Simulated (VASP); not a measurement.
Write the native input for VASP 6.6.1 that does the following.

| Quantity | Value |
| --- | --- |
| Task | single point |
| Functional | LDA |
| Potentials or basis | VASP PAW LDA potentials, release 64 (Si, C) |
| Cutoff | 600 eV |
| k mesh | 7 × 7 × 7 |
| Occupations | gaussian, width 0.01 eV |
| Spin | no spin polarisation |
| Dipole correction | no |
| Further INCAR settings | ALGO = Normal; EDIFF = 1e-06; NBANDS = 11 |

The structure of SiC (Moissanite 3C) lies in POSCAR:

```
SiC
1.0
    0.0000000000      2.1934308841      2.1934308841
    2.1934308841      0.0000000000      2.1934308841
    2.1934308841      2.1934308841      0.0000000000
Si C
1 1
Direct
    0.0000000000      0.0000000000      0.0000000000
    0.2500000000      0.2500000000      0.2500000000
```

The input as run:

INCAR

```
SYSTEM = SiC
ALGO = Normal
EDIFF = 1E-6
ENCUT = 600
GGA_COMPAT = .False.
ISIF = 2
ISMEAR = 0
LASPH = .True.
LCHARG = .False.
LREAL = .False.
LWAVE = .False.
NBANDS = 11
NELM = 120
PREC = Accurate
SIGMA = 0.01
```

KPOINTS

```
k-points
0
Gamma
  7 7 7
  0 0 0
```

Potentials or basis: VASP PAW LDA potentials, release 64 (Si, C).

Launch:

```console
$ cat potpaw_LDA.64/Si/POTCAR potpaw_LDA.64/C/POTCAR > POTCAR
$ mpirun -np 1 vasp_std > vasp.out
```

It gave:

```json
{
 "Pressure": "-8.2 GPa",
 "Band gap on the k mesh": "1.55 eV, indirect (least direct gap 4.60 eV)"
}
```

Run time: 4.1 s on 1 thread of Intel(R) Xeon(R) Platinum 8488C (Sapphire Rapids), with other jobs on the host, peak memory 0.13 GiB.
